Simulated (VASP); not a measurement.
# N in VASP: settings compared, part 2 of 2

VASP 6.6.1. Earlier steps stand in the parts before.

## 4. Single point, revPBE, collinear spin, ferromagnetic start

Contents of INCAR:

```
SYSTEM = N
PREC = Accurate
ENCUT = 520
EDIFF = 1E-6
ISMEAR = -5
SIGMA = 0.05
LREAL = .FALSE.
LASPH = .TRUE.
NELM = 150
ALGO = Normal
ISIF = 2
LWAVE = .FALSE.
LCHARG = .FALSE.
ISPIN = 2
MAGMOM = 0.5 0.5
LORBIT = 11
NUPDOWN = 1.0
GGA = RE
NBANDS = 16
```

Contents of KPOINTS:

```
Automatic mesh
0
G
  12 12 11
  0 0 0
```

Contents of POSCAR:

```
N
1.0
    2.5194737886      0.0000000000      0.0000000000
   -1.2597368943      2.1819283051      0.0000000000
    0.0000000000      0.0000000000      2.4460020000
N
2
Direct
    0.3333333333      0.6666666667      0.7500000000
    0.6666666667      0.3333333333      0.2500000000
```

Potentials or basis: VASP PAW PBE potentials, release 64 (N).

Launch:

```console
> cat potpaw_PBE.64/N/POTCAR > POTCAR
> mpirun -np 1 vasp_std > vasp.out
```

OUTCAR:

```text
SYSTEM = N
   PREC = Accurate
   ENCUT = 520
   EDIFF = 1E-6
   ISMEAR = -5
   LREAL = .FALSE.
   LASPH = .TRUE.
   NELM = 150
   ISIF = 2
   ISPIN = 2
   LORBIT = 11
   NUPDOWN = 1.0
   GGA = RE

 ion  position               nearest neighbor table
   1  0.333  0.667  0.750-
   2  0.667  0.333  0.250-

  LATTYP: Found a hexagonal cell.
 ALAT       =     2.5194737886
 C/A-ratio  =     0.9708384390

  Lattice vectors:

 A1 = (   2.5194737886,   0.0000000000,   0.0000000000)
 A2 = (  -1.2597368943,   2.1819283051,   0.0000000000)
 A3 = (   0.0000000000,   0.0000000000,   2.4460020000)

Analysis of symmetry for initial positions (statically):
=====================================================================
 Subroutine PRICEL returns:
 Original cell was already a primitive cell.

 Routine SETGRP: Setting up the symmetry group for a
 hexagonal supercell.

 Subroutine GETGRP returns: Found 24 space group operations
 (whereof 12 operations were pure point group operations)
 out of a pool of 24 trial point group operations.

The static configuration has the point symmetry D_3d.
 The point group associated with its full space group is D_6h.

Analysis of symmetry for dynamics (positions and initial velocities):
=====================================================================
 Subroutine PRICEL returns:
 Original cell was already a primitive cell.

 Routine SETGRP: Setting up the symmetry group for a
 hexagonal supercell.

 Subroutine GETGRP returns: Found 24 space group operations
 (whereof 12 operations were pure point group operations)
 out of a pool of 24 trial point group operations.

The dynamic configuration has the point symmetry D_3d.
 The point group associated with its full space group is D_6h.

Analysis of structural, dynamic, and magnetic symmetry:
=====================================================================
 Subroutine PRICEL returns:
 Original cell was already a primitive cell.

 Routine SETGRP: Setting up the symmetry group for a
 hexagonal supercell.

 Subroutine GETGRP returns: Found 24 space group operations
 (whereof 12 operations were pure point group operations)
 out of a pool of 24 trial point group operations.

The overall configuration has the point symmetry D_3d.
 The point group associated with its full space group is D_6h.

 Subroutine INISYM returns: Found 24 space group operations
 (whereof 12 operations are pure point group operations),
 and found     1 'primitive' translations

----------------------------------------------------------------------------------------

                                     Primitive cell

  volume of cell :      13.4464

  direct lattice vectors                    reciprocal lattice vectors
     2.519473789  0.000000000  0.000000000     0.396908277  0.229155100  0.000000000
    -1.259736894  2.181928305  0.000000000     0.000000000  0.458310201  0.000000000
     0.000000000  0.000000000  2.446002000     0.000000000  0.000000000  0.408830410

  length of vectors
     2.519473789  2.519473789  2.446002000     0.458310201  0.458310201  0.408830410

  position of ions in fractional coordinates (direct lattice)
     0.333333333  0.666666667  0.750000000
     0.666666667  0.333333333  0.250000000

  ion indices of the primitive-cell ions
   primitive index   ion index
                 1           1
                 2           2

[... 66 lines left out ...]
   ICHARG =      2    charge: 1-file 2-atom 10-const
   ISPIN  =      2    spin polarized calculation?
   LNONCOLLINEAR =      F non collinear calculations
   LSORBIT =      F    spin-orbit coupling
   LASPH  =      T    aspherical Exc in radial PAW
   ENCUT  =  520.0 eV  38.22 Ry    6.18 a.u.   4.68  4.68  4.55*2*pi/ulx,y,z
   NELM   =    150;   NELMIN=  2; NELMDL= -5     # of ELM steps
   EDIFF  = 0.1E-05   stopping-criterion for ELM
   LREAL  =      F    real-space projection
   EDIFFG = 0.1E-04   stopping-criterion for IOM
   NSW    =      0    number of steps for IOM
   IBRION =     -1    ionic relax: 0-MD 1-quasi-New 2-CG
   NFREE  =      0    steps in history (QN), initial steepest desc. (CG)
   ISIF   =      2    stress and relaxation
   ISYM   =      2    0-nonsym 1-usesym 2-fastsym
   POTIM  = 0.5000    time-step for ionic-motion
   TEBEG  =    0.0;   TEEND  =   0.0 temperature during run
   PSTRESS=    0.0 pullay stress
   NELECT =      10.0000    total number of electrons
   NUPDOWN=       1.0000    fix difference up-down
   EMIN   =  10.00;   EMAX   =-10.00  energy-range for DOS
   EFERMI =   0.00;   METHOD = LEGACY
   ISMEAR =    -5;   SIGMA  =   0.05  broadening in eV -4-tet -1-fermi 0-gaus
   EFERMI_NEDOS =   21; number of points for ismear=-14 and -15
   IALGO  =     38    algorithm
   IMIX   =      4    mixing-type and parameters
     AMIX     =   0.40;   BMIX     =  1.00
     AMIX_MAG =   1.60;   BMIX_MAG =  1.00
  volume/ion in A,a.u.               =       6.72        45.37
  Fermi-wavevector in a.u.,A,eV,Ry     =   1.483221  2.802881 29.932052  2.199944
  Thomas-Fermi vector in A             =   2.596909
   LORBIT       =     11    0 simple, 1 ext, 2 COOP (PROOUT), +10 PAW based schemes
   GGA     = RE    functional components
   LHFCALC =     F    Hartree Fock is set to
   AEXX    =    0.0000 exact exchange contribution
   IVDW    =     0    specifies the selected vdW correction
   LEPSILON=     F    determine dielectric tensor
   LRPA    =     F    only Hartree local field effects (RPA)
 spin polarized calculation
 Fermi weights with tetrahedron method with Bloechl corrections
  energy-cutoff  :      520.00
  volume of cell :       13.45
 maximum number of plane-waves:       381
 NGX is ok and might be reduce to    20

 number of electron      10.0000001 magnetization       1.0000000

 Free energy of the ion-electron system (eV)
  ---------------------------------------------------
  ext. energy  EPLUGINS =         0.00000000
  ---------------------------------------------------
  free energy    TOTEN  =        -8.16469498 eV

  energy without entropy =       -8.16469498  energy(sigma->0) =       -8.16469498

 E-fermi :   6.2676     XC(G=0): -12.9410

 val. band max:        8.1875396833   @ k =   0.3333  -0.0000   0.3636
 cond. band min:       6.0122889359   @ k =   0.2500   0.0833   0.0000
 fundamental gap:     -2.1752507474
 Fermi energy:         8.1819326790

 spin component 1

 k-point     1 :       0.0000    0.0000    0.0000
  band No.  band energies     occupation
      1     -15.3116      1.00000
      2       0.7954      1.00000
      3       2.0120      1.00000
      4       4.3340      1.00000
      5       4.3340      1.00000
      6       9.4829      0.00000
[... 435 lines left out ...]
      5       5.7569      1.00000
      6       8.3070      0.30004
[... 8 lines left out ...]
     15      41.5275      0.00000
     16      46.7161      0.00000

 [... further k-points ...]

 spin component 2

 k-point     1 :       0.0000    0.0000    0.0000
  band No.  band energies     occupation
      1     -14.6020      1.00000
      2       1.8728      1.00000
      3       2.7425      1.00000
      4       5.2872      1.00000
      5       5.2872      1.00000
      6      10.5405      0.00000
[... 435 lines left out ...]
      5       6.6679      0.07484
      6       9.2630      0.00000
[... 8 lines left out ...]
     15      42.0207      0.00000
     16      47.2880      0.00000

 [... further k-points ...]
[... 5 lines left out ...]
  --------------------------------------------------------------------------------------
  -------------------------------------------------------------------------------------
  Total        1.8857565      1.8857565      1.2363077      0.0000000     -0.0000000      0.0000000
  in kB      224.6927508    224.6927508    147.3092506      0.0000000     -0.0000000      0.0000000
  external PRESSURE =     198.8982507 kB  Pullay stress =       0.0000000 kB

 VOLUME and BASIS-vectors are now :
 -----------------------------------------------------------------------------
  energy-cutoff  :      520.00
  volume of cell :       13.45
      direct lattice vectors                 reciprocal lattice vectors
     2.519473789  0.000000000  0.000000000     0.396908277  0.229155100  0.000000000
    -1.259736894  2.181928305  0.000000000     0.000000000  0.458310201  0.000000000
     0.000000000  0.000000000  2.446002000     0.000000000  0.000000000  0.408830410

 POSITION                                       TOTAL-FORCE (eV/Angst)
 -----------------------------------------------------------------------------------
     -0.00000      1.45462      1.83450         0.000000     -0.000000      0.000000
      1.25974      0.72731      0.61150        -0.000000      0.000000      0.000000
 -----------------------------------------------------------------------------------
    total drift:                               -0.000000      0.000000      0.000000

  FREE ENERGIE OF THE ION-ELECTRON SYSTEM (eV)
  ---------------------------------------------------
  free  energy   TOTEN  =        -8.1646949759 eV

  energy  without entropy=       -8.1646949759  energy(sigma->0) =       -8.16469498

 total charge

# of ion       s       p       d       tot
------------------------------------------
    1        1.390   2.003   0.000   3.394
    2        1.390   2.003   0.000   3.394
--------------------------------------------------
tot          2.781   4.007   0.000   6.788

 magnetization (x)

# of ion       s       p       d       tot
------------------------------------------
    1        0.049   0.350   0.000   0.399
    2        0.049   0.350   0.000   0.399
--------------------------------------------------
tot          0.097   0.700   0.000   0.798
```

stdout:

```text
POSCAR found type information on POSCAR N
 POSCAR found :  1 types and       2 ions
 scaLAPACK will be used
 -----------------------------------------------------------------------------
[... 23 lines left out ...]
|     Tetrahedron method does not include variations of the Fermi             |
|     occupations, so forces and stress will be inaccurate. We suggest        |
|     using a different smearing scheme ISMEAR = 1 or 2 for metals in         |
|     relaxations.                                                            |
|                                                                             |
 -----------------------------------------------------------------------------
```

Wall time 18 s (1 thread of Intel Xeon 6975P-C (Granite Rapids), shared host); peak memory 0.15 GiB.

Results:

```
Free energy                                           : -8.1647 eV
Pressure                                              : 19.9 GPa
Net moment                                            : 1.00 μB per cell
Site moments                                          : N +0.40 μB
Valence electrons inside the program's atomic spheres : N 3.39
```

Stress tensor (GPa, compression positive):
```
22.47  0.00  0.00
 0.00 22.47  0.00
 0.00  0.00 14.73
```

Caveat: the PAW data sets were made with another functional, which shifts forces and pressure a little; the total moment is fixed, so each spin has its own Fermi level.

## 5. Single point, PBEsol+D3(BJ) (atoms moved at random)

Contents of INCAR:

```
SYSTEM = N
ALGO = Normal
EDIFF = 1E-6
ENCUT = 520
GGA = PS
ISIF = 2
ISMEAR = 1
IVDW = 12
LASPH = .TRUE.
LCHARG = .FALSE.
LREAL = .FALSE.
LWAVE = .FALSE.
NBANDS = 12
NELM = 100
PREC = Accurate
SIGMA = 0.1
```

Contents of KPOINTS:

```
k-points
0
G
  9 9 8
  0 0 0
```

Contents of POSCAR:

```
N
1.0
    2.5194737886      0.0000000000      0.0000000000
   -1.2597368943      2.1819283051      0.0000000000
    0.0000000000      0.0000000000      2.4460020000
N
2
Direct
    0.3372590000      0.6722270000      0.7596520000
    0.6652740000      0.3336450000      0.2570860000
```

Potentials or basis: VASP PAW PBE potentials, release 64 (N).

Launch:

```console
> cat potpaw_PBE.64/N/POTCAR > POTCAR
> mpirun -np 1 vasp_std > vasp.out
```

OUTCAR:

```text
SYSTEM = N
   EDIFF = 1E-6
   ENCUT = 520
   GGA = PS
   ISIF = 2
   ISMEAR = 1
   IVDW = 12
   LASPH = .TRUE.
   LREAL = .FALSE.
   NELM = 100
   PREC = Accurate
 IVDW          = 12

 ion  position               nearest neighbor table
   1  0.337  0.672  0.760-
   2  0.665  0.334  0.257-

  LATTYP: Found a hexagonal cell.
 ALAT       =     2.5194737886
 C/A-ratio  =     0.9708384390

  Lattice vectors:

 A1 = (   2.5194737886,   0.0000000000,   0.0000000000)
[... 546 lines left out ...]
 [... further k-points ...]

------------------------ aborting loop because EDIFF is reached ----------------------------------------

 Edisp (eV)   -0.19024

 E8    (eV) :    -0.0827

  FORCE on cell =-STRESS in cart. coord.  units (eV):
  Direction    XX          YY          ZZ          XY          YZ          ZX
  --------------------------------------------------------------------------------------
  -------------------------------------------------------------------------------------
  Total       0.13682    -0.14837    -0.86207     0.09398    -0.00346    -0.00311
  in kB      16.30257   -17.67818  -102.71743    11.19825    -0.41278    -0.37031
  external pressure =      -34.70 kB  Pullay stress =        0.00 kB

 VOLUME and BASIS-vectors are now :
 -----------------------------------------------------------------------------
  energy-cutoff  :      520.00
  volume of cell :       13.45
      direct lattice vectors                 reciprocal lattice vectors
     2.519473789  0.000000000  0.000000000     0.396908277  0.229155100  0.000000000
    -1.259736894  2.181928305  0.000000000     0.000000000  0.458310201  0.000000000
     0.000000000  0.000000000  2.446002000     0.000000000  0.000000000  0.408830410

 POSITION                                       TOTAL-FORCE (eV/Angst)
 -----------------------------------------------------------------------------------
      0.00289      1.46675      1.85811         0.044008      0.071248      0.341616
      1.25584      0.72799      0.62883        -0.044008     -0.071248     -0.341616
 -----------------------------------------------------------------------------------
    total drift:                               -0.000001     -0.000002     -0.000003

  FREE ENERGIE OF THE ION-ELECTRON SYSTEM (eV)
  ---------------------------------------------------
  free  energy   TOTEN  =       -10.6542255072 eV

  energy  without entropy=      -10.6533819243  energy(sigma->0) =      -10.65394431
```

stdout:

```text
POSCAR found type information on POSCAR N
 POSCAR found :  1 types and       2 ions
 scaLAPACK will be used
 -----------------------------------------------------------------------------
|                                                                             |
|                                                                             |
|     You enforced a specific xc type in the INCAR file but a different       |
|     I HOPE YOU KNOW WHAT YOU ARE DOING!                                     |
|                                                                             |
 -----------------------------------------------------------------------------

 LDA part: xc-table for (Slater+PW92), standard interpolation
 POSCAR, INCAR and KPOINTS ok, starting setup
 FFT: planning ... GRIDC
 FFT: planning ... GRID_SOFT
 FFT: planning ... GRID
 WAVECAR not read
 entering main loop
```

It took 21 s on 1 thread of Intel Xeon Platinum 8375C at 2.90GHz (Ice Lake), shared host; peak memory 0.16 GiB.

Results:

```
Free energy                : -10.6542 eV
Pressure                   : -3.5 GPa
Largest force              : 0.352 eV/Å
Band gap on the k mesh     : zero (band 5 reaches 7.85 eV, above the bottom of band 6 at 3.12 eV)
Dispersion energy per atom : -0.095 eV
```

Forces on the atoms (eV/Å):
```
N    0.044  0.071  0.342
N   -0.044 -0.071 -0.342
```

Stress tensor (GPa, compression positive):
```
  1.63   1.12  -0.04
  1.12  -1.77  -0.04
 -0.04  -0.04 -10.27
```

Caveat: the cell differs from its parent crystal (atoms moved at random); the PAW data sets were made with another functional, which shifts forces and pressure a little; pairwise dispersion overbinds metals, which lowers pressure and volume.

## 6. Single point, LDA

Contents of INCAR:

```
SYSTEM = N
PREC = Accurate
ENCUT = 520
EDIFF = 1E-7
ISMEAR = 0
SIGMA = 0.02
LREAL = .False.
LASPH = .True.
NELM = 100
ALGO = Normal
ISIF = 2
LWAVE = .False.
LCHARG = .True.
GGA = CA
LELF = .True.
LVHAR = .True.
NBANDS = 12
```

Contents of KPOINTS:

```
Automatic mesh
0
Gamma
  12 12 11
  0 0 0
```

Contents of POSCAR:

```
N
1.0
    2.5194737886      0.0000000000      0.0000000000
   -1.2597368943      2.1819283051      0.0000000000
    0.0000000000      0.0000000000      2.4460020000
N
2
Direct
    0.3333333333      0.6666666667      0.7500000000
    0.6666666667      0.3333333333      0.2500000000
```

Potentials or basis: VASP PAW LDA potentials, release 64 (N).

Launch:

```console
> cat potpaw_LDA.64/N/POTCAR > POTCAR
> mpirun -np 1 vasp_std > vasp.out
```

Wall time 18 s (1 thread of Intel Xeon 8259CL, shared host); peak memory 0.12 GiB.

Results (log left out):

```yaml
Free_energy: -11.3726 eV
Pressure: -7.0 GPa
Band_gap_on_the_k_mesh: zero (band 5 reaches 8.03 eV, above the bottom of band 6 at 3.81 eV)
```

Stress tensor (GPa, compression positive):
```
 -2.34   0.00   0.00
  0.00  -2.34   0.00
  0.00   0.00 -16.31
```

Levels at points of the mesh, in eV from the Fermi level:
```
           k point  band 2  band 3  band 4  band 5  band 6  band 7  band 8  band 9
(0.00, 0.00, 0.00)   -5.36   -4.87   -2.40   -2.40    2.75    2.75    6.04   14.30
(0.50, 0.00, 0.00)  -14.40   -5.05   -2.16   -1.58    1.63    2.70    5.03   13.34
```

## 7. Summary

| level | potentials or basis | spin | fixed moment (μB) | cell | k mesh | smearing | gap on the mesh (eV) | pressure (GPa) |
| --- | --- | --- | --- | --- | --- | --- | --- | --- |
| PBE | VASP PAW PBE potentials, release 64 (N) | off | - | a = 2.519, b = 2.519, c = 2.446 Å, angles 90.0, 90.0, 120.0°, 2 atoms | 6 × 6 × 6 | fermi-dirac 0.02 eV | none | 12.7 |
| PBEsol+D3(BJ) | VASP PAW PBE potentials, release 64 (N) | off | - | a = 2.339, b = 2.339, c = 2.271 Å, angles 90.0, 90.0, 120.0°, 2 atoms | 12 × 12 × 11 | fermi-dirac 0.01 eV | none | 66.4 |
| revPBE | VASP PAW PBE potentials, release 64 (N) | collinear, ferromagnetic start | 1.0 | a = 2.519, b = 2.519, c = 2.446 Å, angles 90.0, 90.0, 120.0°, 2 atoms | 12 × 12 × 11 | tetrahedron | - | 19.9 |
| PBEsol+D3(BJ) | VASP PAW PBE potentials, release 64 (N) | off | - | a = 2.519, b = 2.519, c = 2.446 Å, angles 90.0, 90.0, 120.0°, 2 atoms | 9 × 9 × 8 | methfessel-paxton 0.1 eV | none | -3.5 |
| LDA | VASP PAW LDA potentials, release 64 (N) | off | - | a = 2.519, b = 2.519, c = 2.446 Å, angles 90.0, 90.0, 120.0°, 2 atoms | 12 × 12 × 11 | gaussian 0.02 eV | none | -7.0 |

Some of these runs hold the atoms at other places in the same cell, which the table doesn't show; runs alike in all that it shows share one row.

Alike in all rows: task single point; cutoff (eV) 520.

Caveats: some runs use coarse meshes; the PAW data sets were made with another functional, which shifts forces and pressure a little (some runs); pairwise dispersion overbinds metals, which lowers pressure and volume (some runs); the total moment is fixed, so each spin has its own Fermi level (some runs).

Total energies depend on the potentials used, so only differences within one code and one set of settings carry meaning.
